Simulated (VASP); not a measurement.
Runs of VASP 6.6.1 on SnTe. The structure is that of space group Fm-3m (No. 225), or close to it. The cells are those of the table. 

| cell | gap on the mesh (eV) | pressure (GPa) |
| --- | --- | --- |
| a = 4.543 Å, angles 60.0°, 2 atoms | (b) | -0.3 |
| a = 4.365 Å, angles 60.0°, 2 atoms | 0.29 | (c) |
| a = 4.485 Å, angles 60.0°, 2 atoms | 0.04 | 1.2 |
| a = 4.426 Å, angles 60.0°, 2 atoms | 0.16 | 3.3 |
| a = 4.515 Å, angles 60.0°, 2 atoms | 0.02 | (a) |

Alike in all rows: task single point; level PBE; potentials or basis VASP PAW PBE potentials, release 64 (Sn_d, Te); no spin polarisation; k mesh 6 × 6 × 6; cutoff (eV) 500; smearing gaussian 0.01 eV.

Problem. Fill in the values left out.

Solution. (a) 0.6; (b) 0.07; (c) 5.9.

Caveats: semilocal functionals underestimate gaps, and a narrow one can read as zero; spin-orbit coupling is left out, which moves the levels of the heavy elements; the cell stands under pressure (at least some runs).

A k mesh can miss the band edges, and the runs leave out spin-orbit coupling on Sn, Te.
